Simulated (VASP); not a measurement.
# MgH5W (P6/mmm) in VASP: a series of runs, part 2 of 2

VASP 6.6.1. The steps go on from the part before.

### Step 3. Relaxation of cell and atoms, PBE

This run uses another cell than the first one, of 10.20 Å³/atom, 0.869 times its volume.

File INCAR:

```
SYSTEM = MgH5W
  PREC = Accurate
  ENCUT = 600
  EDIFF = 1E-6
  ISMEAR = 0
  SIGMA = 0.1
  LREAL = .FALSE.
  LASPH = .TRUE.
  NELM = 80
  ALGO = Normal
  ISIF = 3
  LWAVE = .FALSE.
  LCHARG = .FALSE.
  GGA = PE
  IBRION = 2
  NSW = 90
  EDIFFG = -0.04
```

File KPOINTS:

```
regular mesh
0
G
  6 6 4
  0 0 0
```

File POSCAR:

```
MgH5W
1.0
    3.5204057200      0.0000000000      0.0000000000
   -1.7602028600      3.0487607900      0.0000000000
    0.0000000000      0.0000000000      6.6511474600
Mg H W
1 5 1
Direct
    0.0000000000      0.0000000000      0.5000000000
    0.5000000000      0.0000000000      0.0000000000
    0.0000000000      0.5000000000      0.0000000000
    0.5000000000      0.5000000000      0.0000000000
    0.0000000000      0.0000000000      0.7588768600
    0.0000000000      0.0000000000      0.2411231400
    0.0000000000      0.0000000000      0.0000000000
```

Potentials or basis: VASP PAW PBE potentials, release 64 (Mg, H, W_sv).

Launch:

```bash
> cat potpaw_PBE.64/Mg/POTCAR potpaw_PBE.64/H/POTCAR potpaw_PBE.64/W_sv/POTCAR > POTCAR
> mpirun -np 1 vasp_std > vasp.out
```

Run time: 2.3 min. Hardware: 1 thread of Intel Xeon Platinum 8375C at 2.90GHz (Ice Lake), shared host; peak memory 0.23 GiB.

The run converged. Its results:

| Item | Value |
| --- | --- |
| Free energy | -27.1887 eV |
| Relaxed volume | 11.73 Å³/atom |
| Relaxed cell | a = 3.609 Å, b = 3.609 Å, c = 7.277 Å, α = 90.00°, β = 90.00°, γ = 120.00° |
| Space group after relaxing (to 0.05 Å) | P6/mmm (No. 191) |
| Energy gained by relaxing | 92.3 meV/atom |
| Ionic steps | 8 |
| Pressure after relaxing | 0.0 GPa |
| Largest force after relaxing | 0.017 eV/Å |

Forces in eV/Å, atoms in the order of the input:
```
Mg   0.000  0.000  0.000
H    0.000  0.000  0.000
H    0.000  0.000  0.000
H    0.000  0.000  0.000
H    0.000  0.000  0.017
H    0.000  0.000 -0.017
W    0.000  0.000  0.000
```

Stress tensor (GPa, compression positive):
```
 0.07  0.00  0.00
 0.00  0.07  0.00
 0.00  0.00 -0.06
```

The path:
```csv
step,energy change (eV),largest force (eV/Å),pressure (GPa),volume (Å³)
1,0.0000,2.6181,13.73,71.39
2,-0.5249,1.3162,0.22,80.73
3,-0.5722,0.6876,2.66,78.24
4,-0.6262,0.3473,0.74,80.67
5,-0.6382,0.1146,-0.62,82.68
6,-0.6439,0.0267,-0.23,82.30
7,-0.6456,0.0540,0.17,81.96
8,-0.6460,0.0173,0.03,82.10
```

Final structure:
```yaml
crystal:
  lattice:
    - [3.60921, 0.00000, 0.00000]
    - [-1.80461, 3.12567, 0.00000]
    - [0.00000, 0.00000, 7.27720]
  atoms:
    - { symbol: Mg, position: [0.00000, 0.00000, 0.50000] }
    - { symbol: H, position: [0.50000, 0.00000, 0.00000] }
    - { symbol: H, position: [0.00000, 0.50000, 0.00000] }
    - { symbol: H, position: [0.50000, 0.50000, 0.00000] }
    - { symbol: H, position: [0.00000, 0.00000, 0.75309] }
    - { symbol: H, position: [0.00000, 0.00000, 0.24691] }
    - { symbol: W, position: [0.00000, 0.00000, 0.00000] }
```

Levels at points of the mesh, in eV from the Fermi level:
| k point | band 6 | band 7 | band 8 | band 9 | band 10 | band 11 | band 12 | band 13 | band 14 |
| --- | --- | --- | --- | --- | --- | --- | --- | --- | --- |
| (0.00, 0.00, 0.00) | -6.23 | -4.43 | -4.43 | -4.19 | -1.83 | 0.74 | 0.74 | 5.54 | 6.66 |
| (0.50, 0.00, 0.00) | -5.53 | -5.29 | -2.96 | -1.36 | 0.17 | 0.33 | 0.47 | 0.75 | 0.84 |
| (0.00, 0.00, 0.50) | -5.57 | -5.52 | -4.43 | -4.43 | -0.20 | 0.74 | 0.74 | 3.18 | 5.69 |
| (0.50, 0.00, 0.50) | -5.52 | -5.01 | -3.68 | -1.57 | 0.32 | 0.47 | 0.66 | 0.75 | 1.14 |

Caveat: the volume moved by over 15 % at a fixed basis, so the end points are rough; spin-orbit coupling is left out, which moves the levels of the heavy elements.

### Step 4. Single point, PBE

This run uses another cell than the first one, of 11.76 Å³/atom, 1.002 times its volume.

File INCAR:

```
ALGO = Normal ; EDIFF = 1E-6
ENCUT = 520 ; GGA = PE
ISIF = 2 ; ISMEAR = 0
LASPH = T ; LCHARG = F
LREAL = F ; LWAVE = F
NBANDS = 20 ; NELM = 80
PREC = Accurate ; SIGMA = 0.1
```

File KPOINTS:

```
k-points
0
Gamma
  12 12 6
```

File POSCAR:

```
MgH5W
1.0
    3.6168411153      0.0000000000      0.0000000000
   -1.8084205577      3.1322762873      0.0000000000
    0.0000000000      0.0000000000      7.2680412835
Mg H W
1 5 1
Direct
    0.0000000000      0.0000000000      0.5000000000
    0.5000000000      0.0000000000      0.0000000000
    0.0000000000      0.5000000000      0.0000000000
    0.5000000000      0.5000000000      0.0000000000
    0.0000000000      0.0000000000      0.7526571381
    0.0000000000      0.0000000000      0.2473428619
    0.0000000000      0.0000000000      0.0000000000
```

Launch:

```bash
> cat potpaw_PBE.64/Mg/POTCAR potpaw_PBE.64/H/POTCAR potpaw_PBE.64/W_sv/POTCAR > POTCAR
> mpirun -np 1 vasp_std > vasp.out
```

It took 94 s on 1 thread of Intel Xeon Platinum 8375C at 2.90GHz (Ice Lake), shared host; peak memory 0.28 GiB.

It converged, with:

```
Free energy   : -27.2263 eV
Pressure      : 0.0 GPa
Largest force : 0.007 eV/Å
```

Forces in eV/Å, atoms in the order of the input:
```
Mg   0.000  0.000  0.000
H    0.000  0.000  0.000
H    0.000  0.000  0.000
H    0.000  0.000  0.000
H    0.000  0.000 -0.007
H    0.000  0.000  0.007
W    0.000  0.000  0.000
```

Levels at points of the mesh, in eV from the Fermi level:
| k point | band 8 | band 9 | band 10 | band 11 | band 12 | band 13 |
| --- | --- | --- | --- | --- | --- | --- |
| (0.00, 0.00, 0.00) | -4.23 | -4.21 | -1.85 | 0.78 | 0.78 | 5.62 |
| (0.50, 0.00, 0.00) | -3.00 | -1.29 | 0.14 | 0.38 | 0.67 | 0.86 |
| (0.00, 0.00, 0.50) | -4.23 | -4.23 | -0.20 | 0.78 | 0.78 | 3.17 |
| (0.50, 0.00, 0.50) | -3.73 | -1.52 | 0.37 | 0.64 | 0.67 | 0.89 |

Caveat: spin-orbit coupling is left out, which moves the levels of the heavy elements.

### Step 5. Relaxation of cell and atoms, PBE

File INCAR:

```
PREC = Accurate
ENCUT = 600
EDIFF = 1E-6
ISMEAR = 0
SIGMA = 0.1
LREAL = False
LASPH = True
NELM = 80
ALGO = Normal
ISIF = 3
LWAVE = False
LCHARG = False
GGA = PE
IBRION = 2
NSW = 100
EDIFFG = -0.01
```

File KPOINTS:

```
Automatic mesh
0
Gamma
  12 12 6
```

File POSCAR:

```
MgH5W
1.0
    3.6093018501      0.0000000000      0.0000000000
   -1.8046509251      3.1257470921      0.0000000000
    0.0000000000      0.0000000000      7.2814440957
Mg H W
1 5 1
Direct
    0.0000000000      0.0000000000      0.5000000000
    0.5000000000      0.0000000000      0.0000000000
    0.0000000000      0.5000000000      0.0000000000
    0.5000000000      0.5000000000      0.0000000000
    0.0000000000      0.0000000000      0.7532871572
    0.0000000000      0.0000000000      0.2467128428
    0.0000000000      0.0000000000      0.0000000000
```

Launch:

```bash
> cat potpaw_PBE.64/Mg/POTCAR potpaw_PBE.64/H/POTCAR potpaw_PBE.64/W_sv/POTCAR > POTCAR
> mpirun -np 1 vasp_std > vasp.out
```

Run time: 3.9 min. Hardware: 1 thread of Intel Xeon Platinum 8375C at 2.90GHz (Ice Lake), shared host; peak memory 0.33 GiB.

Results (log left out):

- Free energy: -27.2291 eV
- Relaxed volume: 11.78 Å³/atom
- Relaxed cell: a = 3.619 Å, b = 3.619 Å, c = 7.274 Å, α = 90.00°, β = 90.00°, γ = 120.00°
- Space group after relaxing (to 0.05 Å): P6/mmm (No. 191)
- Energy gained by relaxing: 0.1 meV/atom
- Ionic steps: 4
- Pressure after relaxing: -0.1 GPa
- Largest force after relaxing: 0.006 eV/Å

Forces on the atoms (eV/Å):
```
Mg   0.000  0.000  0.000
H    0.000  0.000  0.000
H    0.000  0.000  0.000
H    0.000  0.000  0.000
H    0.000  0.000 -0.006
H    0.000  0.000  0.006
W    0.000  0.000  0.000
```

Stress tensor (GPa, compression positive):
```
-0.03  0.00  0.00
 0.00 -0.03  0.00
 0.00  0.00 -0.12
```

Step by step:
| step | energy change (eV) | largest force (eV/Å) | pressure (GPa) | volume (Å³) |
| --- | --- | --- | --- | --- |
| 1 | 0.0000 | 0.0511 | 0.28 | 82.15 |
| 2 | -0.0006 | 0.0153 | 0.05 | 82.39 |
| 3 | -0.0007 | 0.0047 | -0.08 | 82.52 |
| 4 | -0.0008 | 0.0055 | -0.06 | 82.49 |

Final structure:
```
CELL_PARAMETERS angstrom
3.61860 0.00000 0.00000
-1.80930 3.13380 0.00000
0.00000 0.00000 7.27400
ATOMIC_POSITIONS crystal
Mg 0.00000 0.00000 0.50000
H 0.50000 0.00000 0.00000
H 0.00000 0.50000 0.00000
H 0.50000 0.50000 0.00000
H 0.00000 0.00000 0.75273
H 0.00000 0.00000 0.24727
W 0.00000 0.00000 0.00000
```

Levels at points of the mesh, in eV from the Fermi level:
| k point | band 8 | band 9 | band 10 | band 11 | band 12 | band 13 |
| --- | --- | --- | --- | --- | --- | --- |
| (0.00, 0.00, 0.00) | -4.22 | -4.20 | -1.85 | 0.78 | 0.78 | 5.61 |
| (0.50, 0.00, 0.00) | -3.00 | -1.28 | 0.14 | 0.38 | 0.66 | 0.85 |
| (0.00, 0.00, 0.50) | -4.22 | -4.22 | -0.20 | 0.78 | 0.78 | 3.17 |
| (0.50, 0.00, 0.50) | -3.72 | -1.51 | 0.37 | 0.64 | 0.67 | 0.88 |

Caveat: spin-orbit coupling is left out, which moves the levels of the heavy elements.

### Step 6. The runs side by side

| task | cell | k mesh | cutoff (eV) | gap on the mesh (eV) | pressure (GPa) | relaxed volume (Å³/atom) | largest force (eV/Å) |
| --- | --- | --- | --- | --- | --- | --- | --- |
| single point | a = 3.609, b = 3.609, c = 7.281 Å, angles 90.0, 90.0, 120.0°, 7 atoms | 6 × 6 × 4 | 520 | none | 0.0 | - | - |
| relaxation of cell and atoms | relaxed from a = 3.520, b = 3.520, c = 6.651 Å, angles 90.0, 90.0, 120.0°, 7 atoms | 6 × 6 × 4 | 600 | none | 0.0 | 11.73 | 0.02 |
| single point | a = 3.617, b = 3.617, c = 7.268 Å, angles 90.0, 90.0, 120.0°, 7 atoms | 12 × 12 × 6 | 520 | none | 0.0 | - | 0.01 |
| relaxation of cell and atoms | relaxed from a = 3.609, b = 3.609, c = 7.281 Å, angles 90.0, 90.0, 120.0°, 7 atoms | 12 × 12 × 6 | 600 | none | -0.1 | 11.78 | 0.01 |

Alike in all rows: level PBE; potentials or basis VASP PAW PBE potentials, release 64 (Mg, H, W_sv); no spin polarisation; smearing gaussian 0.1 eV.

Caveats: spin-orbit coupling is left out, which moves the levels of the heavy elements; the volume moved by over 15 % at a fixed basis, so the end points are rough (some runs).

Absolute energies hang on the potentials; compare differences alone.
